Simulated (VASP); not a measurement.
# Al (P6/mmm) in VASP: single point with LDA

Aim: the single point of Al with LDA.

Everything below comes from runs of VASP 6.6.1. Logs are shortened: lines on timing, memory, paths and dates and some standing lists are left out, and cuts for length are marked.

## Step 1: The cell of the first run

The structure is hexagonal, space group P6/mmm (No. 191). The conventional cell has a = 3.017 Å, b = 3.017 Å, c = 7.575 Å, α = 90.00°, β = 90.00°, γ = 120.00°. Within 4.0 Å of Al (site symmetry 6mm) lie 7 Al at 3.02 to 3.36 Å.

## Step 2: Single point, LDA

INCAR

```
PREC = Accurate
ENCUT = 520
EDIFF = 1E-6
ISMEAR = 1
SIGMA = 0.02
LREAL = F
LASPH = T
NELM = 100
ALGO = Normal
ISIF = 2
LWAVE = F
LCHARG = F
NBANDS = 10
```

KPOINTS

```
regular mesh
0
Gamma
  7 7 3
```

POSCAR

```
Al
1.0
    3.0174830000      0.0000000000      0.0000000000
   -1.5087410000      2.6132170000      0.0000000000
    0.0000000000      0.0000000000      7.5746360000
Al
2
Direct
    0.0000000000      0.0000000000      0.2779510000
    0.0000000000      0.0000000000      0.7220490000
```

Potentials or basis: VASP PAW LDA potentials, release 64 (Al).

Command:

```console
$ cat potpaw_LDA.64/Al/POTCAR > POTCAR
$ mpirun -np 1 vasp_std > vasp.out
```

OUTCAR:

```text
PREC = Accurate
   ENCUT = 520
   EDIFF = 1E-6
   ISMEAR = 1
   LREAL = F
   LASPH = T
   NELM = 100
   ISIF = 2

 ion  position               nearest neighbor table
   1  0.000  0.000  0.278-   2 3.36
   2  0.000  0.000  0.722-   1 3.36

  LATTYP: Found a hexagonal cell.
 ALAT       =     3.0174830000
 C/A-ratio  =     2.5102497678

  Lattice vectors:

 A1 = (   3.0174830000,   0.0000000000,   0.0000000000)
 A2 = (  -1.5087410000,   2.6132170000,   0.0000000000)
 A3 = (   0.0000000000,   0.0000000000,   7.5746360000)

Analysis of symmetry for initial positions (statically):
=====================================================================
 Subroutine PRICEL returns:
 Original cell was already a primitive cell.

 Routine SETGRP: Setting up the symmetry group for a
 hexagonal supercell.

 Subroutine GETGRP returns: Found 24 space group operations
 (whereof 24 operations were pure point group operations)
 out of a pool of 24 trial point group operations.

The static configuration has the point symmetry D_6h.

Analysis of symmetry for dynamics (positions and initial velocities):
=====================================================================
 Subroutine PRICEL returns:
 Original cell was already a primitive cell.

 Routine SETGRP: Setting up the symmetry group for a
 hexagonal supercell.

 Subroutine GETGRP returns: Found 24 space group operations
 (whereof 24 operations were pure point group operations)
 out of a pool of 24 trial point group operations.

The dynamic configuration has the point symmetry D_6h.

 Subroutine INISYM returns: Found 24 space group operations
 (whereof 24 operations are pure point group operations),
 and found     1 'primitive' translations

----------------------------------------------------------------------------------------

                                     Primitive cell

  volume of cell :      59.7286

  direct lattice vectors                    reciprocal lattice vectors
     3.017483000  0.000000000  0.000000000     0.331402033  0.191334985  0.000000000
    -1.508741000  2.613217000  0.000000000     0.000000000  0.382670096  0.000000000
     0.000000000  0.000000000  7.574636000     0.000000000  0.000000000  0.132019545

  length of vectors
[... 75 lines left out ...]
   EDIFFG = 0.1E-04   stopping-criterion for IOM
   NSW    =      0    number of steps for IOM
   IBRION =     -1    ionic relax: 0-MD 1-quasi-New 2-CG
   NFREE  =      0    steps in history (QN), initial steepest desc. (CG)
   ISIF   =      2    stress and relaxation
   ISYM   =      2    0-nonsym 1-usesym 2-fastsym
   POTIM  = 0.5000    time-step for ionic-motion
   TEBEG  =    0.0;   TEEND  =   0.0 temperature during run
   PSTRESS=    0.0 pullay stress
   NELECT =       6.0000    total number of electrons
   NUPDOWN=      -1.0000    fix difference up-down
   EMIN   =  10.00;   EMAX   =-10.00  energy-range for DOS
   EFERMI =   0.00;   METHOD = LEGACY
   ISMEAR =     1;   SIGMA  =   0.02  broadening in eV -4-tet -1-fermi 0-gaus
   EFERMI_NEDOS =   21; number of points for ismear=-14 and -15
   IALGO  =     38    algorithm
   IMIX   =      4    mixing-type and parameters
     AMIX     =   0.40;   BMIX     =  1.00
     AMIX_MAG =   1.60;   BMIX_MAG =  1.00
  volume/ion in A,a.u.               =      29.86       201.53
  Fermi-wavevector in a.u.,A,eV,Ry     =   0.761023  1.438125  7.879900  0.579156
  Thomas-Fermi vector in A             =   1.860171
   LORBIT       =      0    0 simple, 1 ext, 2 COOP (PROOUT), +10 PAW based schemes
   GGA     = CA    functional components
   LHFCALC =     F    Hartree Fock is set to
   AEXX    =    0.0000 exact exchange contribution
   IVDW    =     0    specifies the selected vdW correction
   LEPSILON=     F    determine dielectric tensor
   LRPA    =     F    only Hartree local field effects (RPA)
 non-spin polarized calculation
 Methfessel and Paxton  Order N= 1 SIGMA  =   0.02
  energy-cutoff  :      520.00
  volume of cell :       59.73
 maximum number of plane-waves:      1636
 NGX is ok and might be reduce to    24
   NGX = 11   NGY = 11   NGZ = 29

 number of electron       6.0000000 magnetization

 Free energy of the ion-electron system (eV)
  ---------------------------------------------------
  ext. energy  EPLUGINS =         0.00000000
  ---------------------------------------------------
  free energy    TOTEN  =        -6.80478967 eV

  energy without entropy =       -6.80451680  energy(sigma->0) =       -6.80469872

 E-fermi :   2.7582     XC(G=0):  -8.1316

 val. band max:        2.7565242290   @ k =   0.4286   0.0000   0.0000
 cond. band min:       2.7665763287   @ k =   0.2857   0.2857   0.3333
 fundamental gap:      0.0100520997
 Fermi energy:         2.7582332608

 k-point     1 :       0.0000    0.0000    0.0000
  band No.  band energies     occupation
      1      -5.3450      2.00000
      2      -4.0760      2.00000
      3      -0.1511      2.00000
      4       4.8352      0.00000
      5       6.8989      0.00000
      6      13.4434      0.00000
      7      13.4434      0.00000
      8      14.2400      0.00000
      9      14.2401      0.00000
     10      14.7014      0.00000
[... 183 lines left out ...]
 k-point    16 :       0.2857    0.2857    0.3333
  band No.  band energies     occupation
      1      -0.0358      2.00000
      2       0.8054      2.00000
      3       2.7666      0.35746
      4       3.0559     -0.00000
      5       3.6971      0.00000
      6       3.7078      0.00000
      7       5.5137      0.00000
      8       7.8016      0.00000
      9       8.5782      0.00000
     10       9.7429      0.00000

------------------------ aborting loop because EDIFF is reached ----------------------------------------

  FORCE on cell =-STRESS in cart. coord.  units (eV):
  Direction    XX          YY          ZZ          XY          YZ          ZX
  --------------------------------------------------------------------------------------
  -------------------------------------------------------------------------------------
  Total       -3.7665062     -3.7665064     -2.7740913     -0.0000007     -0.0000000      0.0000000
  in kB     -101.0339179   -101.0339230    -74.4130772     -0.0000193     -0.0000000      0.0000000
  external PRESSURE =     -92.1603060 kB  Pullay stress =       0.0000000 kB

 VOLUME and BASIS-vectors are now :
 -----------------------------------------------------------------------------
  energy-cutoff  :      520.00
  volume of cell :       59.73
      direct lattice vectors                 reciprocal lattice vectors
     3.017483000  0.000000000  0.000000000     0.331402033  0.191334985  0.000000000
    -1.508741000  2.613217000  0.000000000     0.000000000  0.382670096  0.000000000
     0.000000000  0.000000000  7.574636000     0.000000000  0.000000000  0.132019545

 POSITION                                       TOTAL-FORCE (eV/Angst)
 -----------------------------------------------------------------------------------
      0.00000      0.00000      2.10538        -0.000000      0.000000      0.237936
      0.00000      0.00000      5.46926         0.000000     -0.000000     -0.237936
 -----------------------------------------------------------------------------------
    total drift:                               -0.000000     -0.000000     -0.000000

  FREE ENERGIE OF THE ION-ELECTRON SYSTEM (eV)
  ---------------------------------------------------
  free  energy   TOTEN  =        -6.8047896741 eV

  energy  without entropy=       -6.8045167999  energy(sigma->0) =       -6.80469872
```

Run time: 4.6 s. Hardware: 1 thread of AMD EPYC 9R45 (Zen 5), shared host; peak memory 0.11 GiB.

What came out:

```
Free energy            : -6.8048 eV
Pressure               : -9.2 GPa
Largest force          : 0.238 eV/Å
Band gap on the k mesh : zero (band 3 reaches 3.39 eV, above the bottom of band 4 at 1.24 eV)
```

Forces in eV/Å, atoms in the order of the input:
```
Al   0.000  0.000  0.238
Al   0.000  0.000 -0.238
```

Levels at points of the mesh, in eV from the Fermi level:
| k point | band 1 | band 2 | band 3 | band 4 | band 5 | band 6 | band 7 | band 8 |
| --- | --- | --- | --- | --- | --- | --- | --- | --- |
| (0.00, 0.00, 0.00) | -8.10 | -6.83 | -2.91 | 2.08 | 4.14 | 10.69 | 10.69 | 11.48 |
